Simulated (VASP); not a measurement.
A run of VASP 6.6.1:

POSCAR

```
Ir
1.0
    0.0000000000      1.9220130315      1.9220130315
    1.9220130315      0.0000000000      1.9220130315
    1.9220130315      1.9220130315      0.0000000000
Ir
1
Direct
    0.0000000000      0.0000000000      0.0000000000
```

Contents of INCAR.step1:

```
PREC = Accurate
ENCUT = 420
EDIFF = 1E-5
ISMEAR = -1
SIGMA = 0.1
LREAL = False
LASPH = True
NELM = 120
ALGO = Normal
ISIF = 2
LWAVE = True
NBANDS = 14
GGA = PE
GGA_COMPAT = False
```

Contents of INCAR.step2:

```
PREC = Accurate
ENCUT = 420
EDIFF = 1E-6
ISMEAR = -1
SIGMA = 0.1
LREAL = False
LASPH = True
NELM = 120
ALGO = Normal
ISIF = 2
LWAVE = False
LCHARG = True
GGA = PE
LHFCALC = True
HFSCREEN = 0.2079
PRECFOCK = Normal
LELF = True
LVHAR = True
NBANDS = 14
ISTART = 1
GGA_COMPAT = False
```

File KPOINTS:

```
Automatic mesh
0
Gamma
  6 6 6
```

Potentials or basis: VASP PAW PBE potentials, release 64 (Ir_sv_GW).

Run with:

```console
$ cat potpaw_PBE.64/Ir_sv_GW/POTCAR > POTCAR
$ cp INCAR.step1 INCAR
$ mpirun -np 1 vasp_std > vasp.out
$ cp INCAR.step2 INCAR
$ mpirun -np 1 vasp_std > vasp.out
```

Hardware: 1 thread of Intel(R) Xeon(R) Platinum 8259CL CPU @ 2.50GHz (Skylake/Cascade Lake), on a shared host.

Q: Estimate the wall time of this run.

A: Wall time 7.8 min on 1 thread of Intel(R) Xeon(R) Platinum 8259CL CPU @ 2.50GHz (Skylake/Cascade Lake) (shared host), peak memory 0.22 GiB. Counts: k points 16.
